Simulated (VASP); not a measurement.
# TiB4: relaxation of cell and atoms with PBE

Crystal: TiB4.

```
Ti B
1.0
    -2.22637    2.22637    2.22637
     2.22637   -2.22637    2.22637
     2.22637    2.22637   -2.22637
Ti B
1 4
Direct
  0.00000 0.00000 0.00000
  0.00000 0.00000 0.50000
  0.00000 0.50000 0.00000
  0.50000 0.00000 0.00000
  0.50000 0.50000 0.50000
```

```json
{
  "Program": "VASP 6.6.1",
  "Task": "relaxation of cell and atoms",
  "Functional": "PBE",
  "Potentials or basis": "VASP PAW PBE potentials, release 64 (Ti_sv, B)",
  "Cutoff": "600 eV",
  "k mesh": "6 × 6 × 6",
  "Occupations": "gaussian, width 0.1 eV",
  "Spin": "no spin polarisation",
  "Dipole correction": "no",
  "Further INCAR settings": "ALGO = Normal; EDIFF = 1e-06; IBRION = 2; EDIFFG = -0.04; NSW = 90; ISIF = 3"
}
```

- Relaxed volume: 11.88 Å³/atom
- Relaxed cell: a = 4.257 Å, b = 4.257 Å, c = 4.257 Å, α = 109.47°, β = 109.47°, γ = 109.47°
- Space group after relaxing (to 0.05 Å): Im-3m (No. 229)
- Energy gained by relaxing: 432.2 meV/atom
- Ionic steps: 3
- Pressure after relaxing: 0.1 GPa
- Band gap on the k mesh: zero (band 12 reaches 4.09 eV, above the bottom of band 13 at 2.27 eV)

Step by step:
| step | energy change (eV) | largest force (eV/Å) | pressure (GPa) | volume (Å³) |
| --- | --- | --- | --- | --- |
| 1 | 0.0000 | 0.0000 | 55.07 | 44.14 |
| 2 | -1.9106 | 0.0000 | -10.50 | 66.50 |
| 3 | -2.1612 | 0.0000 | 0.14 | 59.39 |

Final structure:
```yaml
crystal:
  lattice:
    - [-2.45778, 2.45778, 2.45778]
    - [2.45778, -2.45778, 2.45778]
    - [2.45778, 2.45778, -2.45778]
  atoms:
    - { symbol: Ti, position: [0.00000, 0.00000, 0.00000] }
    - { symbol: B, position: [0.00000, 0.00000, 0.50000] }
    - { symbol: B, position: [0.00000, 0.50000, 0.00000] }
    - { symbol: B, position: [0.50000, 0.00000, 0.00000] }
    - { symbol: B, position: [0.50000, 0.50000, 0.50000] }
```

Levels at points of the mesh, in eV from the Fermi level:
| k point | band 8 | band 9 | band 10 | band 11 | band 12 | band 13 | band 14 | band 15 | band 16 |
| --- | --- | --- | --- | --- | --- | --- | --- | --- | --- |
| (0.00, 0.00, 0.00) | -2.90 | -0.27 | -0.27 | -0.27 | -0.17 | -0.17 | -0.17 | 2.30 | 2.30 |
| (0.50, 0.00, 0.00) | -2.67 | -2.20 | -0.92 | -0.46 | 0.34 | 0.47 | 2.35 | 3.81 | 5.44 |
| (0.50, 0.50, 0.50) | -4.02 | -4.02 | -3.39 | -1.21 | -1.21 | -1.21 | 3.57 | 5.40 | 5.40 |

Run time: 32 s on 1 thread of AMD EPYC 9R14 (Zen 4), on a shared host, peak memory 0.15 GiB.

Caveat: the volume moved by over 15 % at a fixed basis, so the end points are rough.
